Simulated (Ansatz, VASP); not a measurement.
# In2As3 in VASP and in Ansatz

```
In As
1.0
     4.48843    0.00000    0.00000
    -2.24422    3.88710    0.00000
     0.00000    0.00000    8.30003
In As
2 3
Direct
  0.33333 0.66667 0.16020
  0.66667 0.33333 0.83980
  0.00000 0.00000 0.00000
  0.33333 0.66667 0.49269
  0.66667 0.33333 0.50731
```

Change from the starting cell: species swapped into the Ga3Ni2 type (P-3m1, No. 164).

Alike in both runs: functional PBE; k mesh 12 × 12 × 6; occupations gaussian, width 0.1 eV; no spin polarisation.

Ansatz relaxed the structure, and its values are those at the end. VASP's run is a single point on that final structure, the one shown.

```csv
,VASP,Ansatz
version,VASP 6.6.1,Ansatz 0.2.0
potentials or method,"VASP PAW PBE potentials, release 64 (In_d, As), cutoff 520 eV","scalar-relativistic, plane waves, PAW"
valence electrons in the cell,41,71
```

Ansatz gave:

| Property | Result |
| --- | --- |
| gap on the k mesh at the Fermi level (eV) | none |
| pressure (GPa) | 0.0 |

Q: Estimate VASP's values.

A: gap on the k mesh at the Fermi level (eV): none; pressure (GPa): 0.1.

A gap of «none» marks a metal or a gap that the smearing closes. The functional is the same, so the differences come from potentials, cutoffs and numerics. VASP's potentials hold 41 valence electrons a cell and Ansatz's 71, so a difference there can come from the potentials and not from the codes.
